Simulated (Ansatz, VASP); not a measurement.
# One calculation of Bi2Te3, two programs

The input INCAR:

```
PREC = Accurate
ENCUT = 520
EDIFF = 1E-6
ISMEAR = -1
SIGMA = 0.08
LREAL = False
LASPH = True
NELM = 100
ALGO = Normal
ISIF = 2
LWAVE = False
LCHARG = False
GGA = PE
NBANDS = 32
KPAR = 4
```

KPOINTS

```
regular mesh
0
Gamma
  8 8 8
```

The input POSCAR:

```
Bi2Te3
1.0
    2.0962837660      1.1535270809      9.9118341995
   -2.3207187418      1.1976971059      9.9560042246
   -0.0739651241     -2.6496242869      9.9721715759
Bi Te
2 3
Direct
    0.8120000000      0.8120000000      0.8120000000
    0.4020000000      0.4020000000      0.4020000000
    0.6110000000      0.6110000000      0.6110000000
    0.2000000000      0.2000000000      0.2000000000
    0.0000000000      0.0000000000      0.0000000000
```

Input for Ansatz:

```yaml
crystal:
  lattice:
    - [2.096283766, 1.1535270809, 9.9118341995]
    - [-2.3207187418, 1.1976971059, 9.9560042246]
    - [-0.0739651241, -2.6496242869, 9.9721715759]
  atoms:
    - { symbol: Bi, position: [0.812, 0.812, 0.812] }
    - { symbol: Bi, position: [0.402, 0.402, 0.402] }
    - { symbol: Te, position: [0.611, 0.611, 0.611] }
    - { symbol: Te, position: [0.2, 0.2, 0.2] }
    - { symbol: Te, position: [0.0, 0.0, 0.0] }
kpoints:
  mp_grid: { grid: [8, 8, 8] }
  band_path:
    path:
      - [0.0, 0.0, 0.0]
      - [0.0, 0.0, -0.5]
      - [0.5, 0.5, 0.5]
      - [0.0, 0.0, 0.0]
      - [0.0, -0.5, 0.0]
      - [0.5, 0.0, 0.0]
      - [0.0, 0.0, 0.0]
      - [0.5, 0.0, 0.5]
      - [0.0, -0.5, -0.5]
    npoints: 5
scf:
  occupations: { method: fermi_dirac, width: 0.08 }
hamiltonian:
  xc: pbe
  pseudopotentials: { kind: all_electron, lapw: { basis_error: 0.001 } }
output:
  forces: true
  stress: true
  eigenvalues: true
```

Change from the starting cell: equal xy, yz and zx shear strains of -2 %.

Alike in both runs: task single point; functional PBE; k mesh 8 × 8 × 8; occupations fermi-dirac, width 0.08 eV; no spin polarisation.

```csv
,VASP,Ansatz
version,VASP 6.6.1,Ansatz 0.2.0
potentials or method,"VASP PAW PBE potentials, release 64 (Bi_d, Te), cutoff 520 eV","all-electron LAPW, scalar-relativistic"
```

Ansatz gave:

- pressure (GPa): 1.7
- traceless stress, the component that is largest in VASP (GPa): 0.75
- rms of the force components (eV/Å): 0.486

Q: What did VASP give for the same quantities?

A: Pressure (GPa): 1.7; traceless stress, the component that is largest in VASP (GPa): 0.74; rms of the force components (eV/Å): 0.489.

Atom by atom the forces differ by 0.003 eV/Å (rms over components). Ansatz ran all-electron here, and VASP with PAW potentials.

Neither program's run includes spin-orbit coupling.
